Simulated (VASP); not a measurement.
# AlPt (Pm-3m) in VASP: a series of runs

Runs on AlPt. Level: PBEsol+D3(BJ). Tasks: single point, relaxation of cell and atoms.

All numbers are computed with VASP 6.6.1; they aren't measurements. Logs are shortened: lines on timing, memory, paths and dates and some standing lists are left out, and cuts for length are marked.

**1. The cell of the first run**

The structure is cubic, space group Pm-3m (No. 221). Conventional cell: a = 3.031 Å, b = 3.031 Å, c = 3.031 Å, α = 90.00°, β = 90.00°, γ = 90.00°. Within 3.5 Å of Al (site symmetry m-3m) lie 8 Pt at 2.62 Å and 6 Al at 3.03 Å. Pt (site symmetry m-3m) has 8 Al at 2.62 Å and 6 Pt at 3.03 Å within 3.5 Å.

**2. Single point, PBEsol+D3(BJ)**

Contents of INCAR:

```
PREC = Accurate
ENCUT = 520
EDIFF = 1E-6
ISMEAR = -1
SIGMA = 0.3
LREAL = False
LASPH = True
NELM = 100
ALGO = Normal
ISIF = 2
LWAVE = False
LCHARG = True
GGA = PS
IVDW = 12
LELF = True
LVHAR = True
NBANDS = 14
```

Contents of KPOINTS:

```
Automatic mesh
0
Gamma
  9 9 9
  0.5 0.5 0.5
```

Contents of POSCAR:

```
AlPt
1.0
    3.0308509738      0.0000000000      0.0000000000
    0.0000000000      3.0308509738      0.0000000000
    0.0000000000      0.0000000000      3.0308509738
Al Pt
1 1
Direct
    0.0000000000      0.0000000000      0.0000000000
    0.5000000000      0.5000000000      0.5000000000
```

Potentials or basis: VASP PAW PBE potentials, release 64 (Al, Pt).

The run is started by

```console
> cat potpaw_PBE.64/Al/POTCAR potpaw_PBE.64/Pt/POTCAR > POTCAR
> mpirun -np 1 vasp_std > vasp.out
```

OUTCAR:

```text
PREC = Accurate
   ENCUT = 520
   EDIFF = 1E-6
   ISMEAR = -1
   LREAL = False
   LASPH = True
   NELM = 100
   ISIF = 2
   GGA = PS
   IVDW = 12
 IVDW          = 12

 ion  position               nearest neighbor table
   1  0.000  0.000  0.000-   2 2.62   2 2.62   2 2.62   2 2.62   2 2.62   2 2.62   2 2.62   2 2.62

   2  0.500  0.500  0.500-   1 2.62   1 2.62   1 2.62   1 2.62   1 2.62   1 2.62   1 2.62   1 2.62

  LATTYP: Found a simple cubic cell.
 ALAT       =     3.0308509738

  Lattice vectors:

 A1 = (   3.0308509738,   0.0000000000,   0.0000000000)
 A2 = (   0.0000000000,   3.0308509738,   0.0000000000)
 A3 = (   0.0000000000,   0.0000000000,   3.0308509738)

Analysis of symmetry for initial positions (statically):
=====================================================================
 Subroutine PRICEL returns:
 Original cell was already a primitive cell.

 Routine SETGRP: Setting up the symmetry group for a
 simple cubic supercell.

 Subroutine GETGRP returns: Found 48 space group operations
 (whereof 48 operations were pure point group operations)
 out of a pool of 48 trial point group operations.

The static configuration has the point symmetry O_h .

Analysis of symmetry for dynamics (positions and initial velocities):
=====================================================================
 Subroutine PRICEL returns:
 Original cell was already a primitive cell.

 Routine SETGRP: Setting up the symmetry group for a
 simple cubic supercell.

 Subroutine GETGRP returns: Found 48 space group operations
 (whereof 48 operations were pure point group operations)
 out of a pool of 48 trial point group operations.

The dynamic configuration has the point symmetry O_h .

 Subroutine INISYM returns: Found 48 space group operations
 (whereof 48 operations are pure point group operations),
 and found     1 'primitive' translations

----------------------------------------------------------------------------------------

                                     Primitive cell

  volume of cell :      27.8416

  direct lattice vectors                    reciprocal lattice vectors
     3.030850974  0.000000000  0.000000000     0.329940340  0.000000000  0.000000000
     0.000000000  3.030850974  0.000000000     0.000000000  0.329940340  0.000000000
     0.000000000  0.000000000  3.030850974     0.000000000  0.000000000  0.329940340

  length of vectors
     3.030850974  3.030850974  3.030850974     0.329940340  0.329940340  0.329940340

  position of ions in fractional coordinates (direct lattice)
     0.000000000  0.000000000  0.000000000
     0.500000000  0.500000000  0.500000000

  ion indices of the primitive-cell ions
   primitive index   ion index
                 1           1
                 2           2

----------------------------------------------------------------------------------------

 KPOINTS: Automatic mesh

Automatic generation of k-mesh.
 Grid dimensions read from file:
 generate k-points for:    9    9    9

 Generating k-lattice:

  Cartesian coordinates                     Fractional coordinates (reciprocal lattice)
     0.036660038  0.000000000  0.000000000     0.111111111  0.000000000  0.000000000
     0.000000000  0.036660038  0.000000000     0.000000000  0.111111111  0.000000000
     0.000000000  0.000000000  0.036660038     0.000000000  0.000000000  0.111111111

  Length of vectors
     0.036660038  0.036660038  0.036660038

  Shift w.r.t. Gamma in fractional coordinates (k-lattice)
     0.500000000  0.500000000  0.500000000

 Subroutine IBZKPT returns following result:
 ===========================================

 Found     35 irreducible k-points:

 Following reciprocal coordinates:
            Coordinates               Weight
  0.055556  0.055556  0.055556      8.000000
  0.166667  0.055556  0.055556     24.000000
  0.277778  0.055556  0.055556     24.000000
  0.388889  0.055556  0.055556     24.000000
  0.500000  0.055556  0.055556     12.000000
  0.166667  0.166667  0.055556     24.000000
[... 16 lines left out ...]
  0.388889  0.388889  0.166667     24.000000
  0.500000  0.388889  0.166667     24.000000
 [... further k-points ...]
   k-points           NKPTS =     35   k-points in BZ     NKDIM =     35   number of bands    NBANDS=     14
   number of dos      NEDOS =    301   number of ions     NIONS =      2
   total plane-waves  NPLWV =  13824
   dimension x,y,z NGX =    24 NGY =   24 NGZ =   24
   dimension x,y,z NGXF=    48 NGYF=   48 NGZF=   48
   ions per type =               1   1
   NGX,Y,Z   is equivalent  to a cutoff of  13.16, 13.16, 13.16 a.u.
   NGXF,Y,Z  is equivalent  to a cutoff of  26.33, 26.33, 26.33 a.u.
 SYSTEM =  unknown system
   PREC   = accura    normal or accurate (medium, high low for compatibility)
   ISTART =      0    job   : 0-new  1-cont  2-samecut
   ICHARG =      2    charge: 1-file 2-atom 10-const
   ISPIN  =      1    spin polarized calculation?
   LNONCOLLINEAR =      F non collinear calculations
   LSORBIT =      F    spin-orbit coupling
   LASPH  =      T    aspherical Exc in radial PAW
   ENCUT  =  520.0 eV  38.22 Ry    6.18 a.u.   5.64  5.64  5.64*2*pi/ulx,y,z
   NELM   =    100;   NELMIN=  2; NELMDL= -5     # of ELM steps
   EDIFF  = 0.1E-05   stopping-criterion for ELM
   LREAL  =      F    real-space projection
   EDIFFG = 0.1E-04   stopping-criterion for IOM
   NSW    =      0    number of steps for IOM
   IBRION =     -1    ionic relax: 0-MD 1-quasi-New 2-CG
   NFREE  =      0    steps in history (QN), initial steepest desc. (CG)
   ISIF   =      2    stress and relaxation
   ISYM   =      2    0-nonsym 1-usesym 2-fastsym
   POTIM  = 0.5000    time-step for ionic-motion
   TEBEG  =    0.0;   TEEND  =   0.0 temperature during run
   PSTRESS=    0.0 pullay stress
   NELECT =      13.0000    total number of electrons
   NUPDOWN=      -1.0000    fix difference up-down
   EMIN   =  10.00;   EMAX   =-10.00  energy-range for DOS
   EFERMI =   0.00;   METHOD = LEGACY
   ISMEAR =    -1;   SIGMA  =   0.30  broadening in eV -4-tet -1-fermi 0-gaus
   EFERMI_NEDOS =   21; number of points for ismear=-14 and -15
   IALGO  =     38    algorithm
   IMIX   =      4    mixing-type and parameters
     AMIX     =   0.40;   BMIX     =  1.00
     AMIX_MAG =   1.60;   BMIX_MAG =  1.00
  volume/ion in A,a.u.               =      13.92        93.94
  Fermi-wavevector in a.u.,A,eV,Ry     =   1.270061  2.400068 21.946957  1.613056
  Thomas-Fermi vector in A             =   2.403069
   LORBIT       =      0    0 simple, 1 ext, 2 COOP (PROOUT), +10 PAW based schemes
   GGA     = PS    functional components
   LHFCALC =     F    Hartree Fock is set to
   AEXX    =    0.0000 exact exchange contribution
   IVDW    =    12    specifies the selected vdW correction
   LEPSILON=     F    determine dielectric tensor
   LRPA    =     F    only Hartree local field effects (RPA)
 non-spin polarized calculation
  energy-cutoff  :      520.00
  volume of cell :       27.84
 maximum number of plane-waves:       768
 NGX is ok and might be reduce to    24
   NGX = 11   NGY = 11   NGZ = 11

 number of electron      13.0000002 magnetization

 Free energy of the ion-electron system (eV)
  ---------------------------------------------------
  ext. energy  EPLUGINS =         0.00000000
  ---------------------------------------------------
  free energy    TOTEN  =       -13.01745336 eV

  energy without entropy =      -12.81887584  energy(sigma->0) =      -12.91816460

 E-fermi :  11.6473     XC(G=0): -12.4986

 val. band max:       11.5215254545   @ k =   0.5000   0.3889   0.3889
 cond. band min:      11.6636119262   @ k =   0.3889   0.3889   0.1667
 fundamental gap:      0.1420864717
 Fermi energy:        11.6472537410

 k-point     1 :       0.0556    0.0556    0.0556
  band No.  band energies     occupation
      1      -0.3723      2.00000
      2       5.5602      2.00000
      3       5.5602      2.00000
      4       8.6150      1.99992
      5       8.6651      1.99990
      6       8.6651      1.99990
      7      15.3477      0.00001
      8      15.4010      0.00001
      9      15.4010      0.00001
     10      21.0320      0.00000
     11      21.0320      0.00000
     12      22.6800      0.00000
     13      28.9698      0.00000
     14      28.9698      0.00000

 k-point     2 :       0.1667    0.0556    0.0556
  band No.  band energies     occupation
      1       0.0920      2.00000
      2       5.6889      2.00000
      3       5.7113      2.00000
      4       8.2060      1.99998
      5       8.2407      1.99998
      6       8.7060      1.99989
      7      13.5323      0.00373
      8      16.1029      0.00000
      9      16.1627      0.00000
     10      20.2417      0.00000
     11      21.8829      0.00000
     12      24.6754      0.00000
     13      27.1511      0.00000
     14      27.4917      0.00000

 k-point     3 :       0.2778    0.0556    0.0556
  band No.  band energies     occupation
      1       0.9692      2.00000
      2       5.6955      2.00000
      3       5.9011      2.00000
      4       7.6936      2.00000
      5       7.7263      2.00000
      6       8.7825      1.99986
      7      11.7838      0.77623
      8      17.2724      0.00000
      9      17.2771      0.00000
     10      19.3205      0.00000
     11      22.4731      0.00000
     12      24.7905      0.00000
     13      25.5174      0.00000
     14      27.4910      0.00000
[... 324 lines left out ...]
 k-point    23 :       0.3889    0.3889    0.1667
  band No.  band energies     occupation
      1       3.7177      2.00000
      2       5.4852      2.00000
      3       6.2936      2.00000
      4       6.8420      2.00000
      5       8.6286      1.99991
      6       8.6380      1.99991
      7      11.6636      0.97274
      8      13.7962      0.00155
      9      16.1234      0.00000
     10      18.4487      0.00000
     11      21.5108      0.00000
     12      22.4655      0.00000
     13      25.6571      0.00000
     14      28.1275      0.00000

 k-point    24 :       0.5000    0.3889    0.1667
  band No.  band energies     occupation
      1       3.7956      2.00000
      2       5.6854      2.00000
      3       6.1450      2.00000
      4       6.7668      2.00000
      5       8.7047      1.99989
      6       9.7510      1.99641
      7      10.6771      1.92418
      8      13.8491      0.00130
      9      15.2697      0.00001
     10      18.8023      0.00000
     11      21.3582      0.00000
     12      22.3644      0.00000
     13      26.0676      0.00000
     14      27.2415      0.00000

 [... further k-points ...]

------------------------ aborting loop because EDIFF is reached ----------------------------------------

 Edisp (eV)   -1.14042

 E8    (eV) :    -0.7750

  FORCE on cell =-STRESS in cart. coord.  units (eV):
  Direction    XX          YY          ZZ          XY          YZ          ZX
  --------------------------------------------------------------------------------------
  -------------------------------------------------------------------------------------
  Total      -0.00637    -0.00637    -0.00637     0.00000     0.00000    -0.00000
  in kB      -0.36663    -0.36663    -0.36663     0.00000     0.00000    -0.00000
  external pressure =       -0.37 kB  Pullay stress =        0.00 kB

 VOLUME and BASIS-vectors are now :
 -----------------------------------------------------------------------------
  energy-cutoff  :      520.00
  volume of cell :       27.84
      direct lattice vectors                 reciprocal lattice vectors
     3.030850974  0.000000000  0.000000000     0.329940340  0.000000000  0.000000000
     0.000000000  3.030850974  0.000000000     0.000000000  0.329940340  0.000000000
     0.000000000  0.000000000  3.030850974     0.000000000  0.000000000  0.329940340

 POSITION                                       TOTAL-FORCE (eV/Angst)
 -----------------------------------------------------------------------------------
      0.00000      0.00000      0.00000         0.000000      0.000000      0.000000
      1.51543      1.51543      1.51543         0.000000      0.000000      0.000000
 -----------------------------------------------------------------------------------
    total drift:                                0.000000     -0.000000     -0.000000

  FREE ENERGIE OF THE ION-ELECTRON SYSTEM (eV)
  ---------------------------------------------------
  free  energy   TOTEN  =       -14.1578748619 eV

  energy  without entropy=      -13.9592973425  energy(sigma->0) =      -14.05858610
```

Wall time 3.9 s (1 thread of Intel Xeon 6975P-C (Granite Rapids), shared host); peak memory 0.15 GiB.

What came out:

```yaml
Free_energy: -14.1579 eV
Pressure: 0.0 GPa
Dispersion_energy_per_atom: -0.570 eV
```

Caveat: the PAW data sets were made with another functional, which shifts forces and pressure a little; spin-orbit coupling is left out, which moves the levels of the heavy elements; pairwise dispersion overbinds metals, which lowers pressure and volume.

**3. Relaxation of cell and atoms, PBEsol+D3(BJ)**

This run uses another cell than the first one, of 14.77 Å³/atom, 1.061 times its volume.

Contents of INCAR:

```
SYSTEM = AlPt
PREC = Accurate ; ENCUT = 600
EDIFF = 1E-7 ; ISMEAR = -1
SIGMA = 0.3 ; LREAL = .False.
LASPH = .True. ; NELM = 80
ALGO = Normal ; ISIF = 3
LWAVE = .False. ; LCHARG = .False.
GGA = PS ; IVDW = 12
IBRION = 2 ; NSW = 60
EDIFFG = -0.01
```

KPOINTS is that of step 2.

Contents of POSCAR:

```
AlPt
1.0
    3.0915500000      0.0000000000      0.0000000000
    0.0000000000      3.0915500000      0.0000000000
    0.0000000000      0.0000000000      3.0915500000
Al Pt
1 1
Direct
    0.0000000000      0.0000000000      0.0000000000
    0.5000000000      0.5000000000      0.5000000000
```

Potentials or basis: VASP PAW PBE potentials, release 64 (Al, Pt).

The run is started by

```console
> cat potpaw_PBE.64/Al/POTCAR potpaw_PBE.64/Pt/POTCAR > POTCAR
> mpirun -np 1 vasp_std > vasp.out
```

Run time: 17 s. Hardware: 1 thread of Intel Xeon 6975P-C (Granite Rapids), shared host; peak memory 0.18 GiB.

The run converged. Its results:

```yaml
Free_energy: -14.1579 eV
Relaxed_volume: 13.93 Å³/atom
Relaxed_cell: a = 3.031 Å, b = 3.031 Å, c = 3.031 Å, α = 90.00°, β = 90.00°, γ = 90.00°
Space_group_after_relaxing_to_0.05_Å: Pm-3m (No. 221)
Energy_gained_by_relaxing: 31.7 meV/atom
Ionic_steps: 4
Pressure_after_relaxing: 0.0 GPa
Dispersion_energy_per_atom: -0.570 eV
```

The path:
| step | energy change (eV) | largest force (eV/Å) | pressure (GPa) | volume (Å³) |
| --- | --- | --- | --- | --- |
| 1 | 0.0000 | 0.0000 | -11.26 | 29.55 |
| 2 | 0.1216 | 0.0000 | 25.79 | 25.33 |
| 3 | -0.0634 | 0.0000 | -0.34 | 27.89 |
| 4 | -0.0634 | 0.0000 | -0.05 | 27.85 |

Final structure:
```
CELL_PARAMETERS angstrom
3.03116 0.00000 0.00000
0.00000 3.03116 0.00000
0.00000 0.00000 3.03116
ATOMIC_POSITIONS crystal
Al 0.00000 0.00000 0.00000
Pt 0.50000 0.50000 0.50000
```

Levels at points of the mesh, in eV from the Fermi level:
```csv
k point,band 4,band 5,band 6,band 7,band 8,band 9
"(0.50, 0.50, 0.50)",-1.45,-1.45,0.78,1.61,1.61,1.61
```

Caveat: the PAW data sets were made with another functional, which shifts forces and pressure a little; spin-orbit coupling is left out, which moves the levels of the heavy elements; pairwise dispersion overbinds metals, which lowers pressure and volume.
